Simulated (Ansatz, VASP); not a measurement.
# W3O in VASP and in Ansatz

The input INCAR:

```
ALGO = Normal
EDIFF = 1E-7
ENCUT = 520
GGA = PS
ISIF = 2
ISMEAR = 0
LASPH = True
LCHARG = True
LELF = True
LREAL = False
LVHAR = True
LWAVE = False
NBANDS = 58
NELM = 80
PREC = Accurate
SIGMA = 0.15
```

The input KPOINTS:

```
k-points
0
Gamma
  8 8 8
```

Contents of POSCAR:

```
W3O
1.0
    4.6864091760      0.0000000000      0.0000000000
    0.0000000000      4.6864091760      0.0000000000
    0.0000000000      0.0000000000      4.6864091760
W O
6 2
Direct
    0.5000000000      0.7500000000      0.0000000000
    0.0000000000      0.5000000000      0.7500000000
    0.2500000000      0.0000000000      0.5000000000
    0.5000000000      0.2500000000      0.0000000000
    0.0000000000      0.5000000000      0.2500000000
    0.7500000000      0.0000000000      0.5000000000
    0.5000000000      0.5000000000      0.5000000000
    0.0000000000      0.0000000000      0.0000000000
```

Input for Ansatz:

```yaml
crystal:
  lattice:
    - [4.686409176, 0.0, 0.0]
    - [0.0, 4.686409176, 0.0]
    - [0.0, 0.0, 4.686409176]
  atoms:
    - { symbol: W, position: [0.5, 0.75, 0.0] }
    - { symbol: W, position: [0.0, 0.5, 0.75] }
    - { symbol: W, position: [0.25, 0.0, 0.5] }
    - { symbol: W, position: [0.5, 0.25, 0.0] }
    - { symbol: W, position: [0.0, 0.5, 0.25] }
    - { symbol: W, position: [0.75, 0.0, 0.5] }
    - { symbol: O, position: [0.5, 0.5, 0.5] }
    - { symbol: O, position: [0.0, 0.0, 0.0] }
basis:
  ecutwfc: 420
kpoints:
  mp_grid: { grid: [8, 8, 8] }
hamiltonian:
  xc: pbesol
scf:
  occupations: { method: gaussian, width: 0.15 }
output:
  forces: true
  stress: true
  eigenvalues: true
```

Change from the starting cell: strain -0.030 along x and y, -0.030 along z, atoms carried along.

Alike in both runs: task single point; functional PBEsol; k mesh 8 × 8 × 8; occupations gaussian, width 0.15 eV; no spin polarisation.

|  | VASP | Ansatz |
| --- | --- | --- |
| version | VASP 6.6.1 | Ansatz 0.2.0 |
| potentials or method | VASP PAW PBE potentials, release 64 (W_sv, O), cutoff 520 eV | scalar-relativistic, plane waves, PAW |
| valence electrons in the cell | 96 | 96 |

```tsv
	VASP	Ansatz	Ansatz less VASP
gap on the k mesh at the Fermi level (eV)	none	none	-
pressure (GPa)	29.9	28.0	-1.95
```

VASP's potentials were made for PBE, not for PBEsol. A gap of «none» marks a metal or a gap that the smearing closes.

Neither program's run includes spin-orbit coupling.
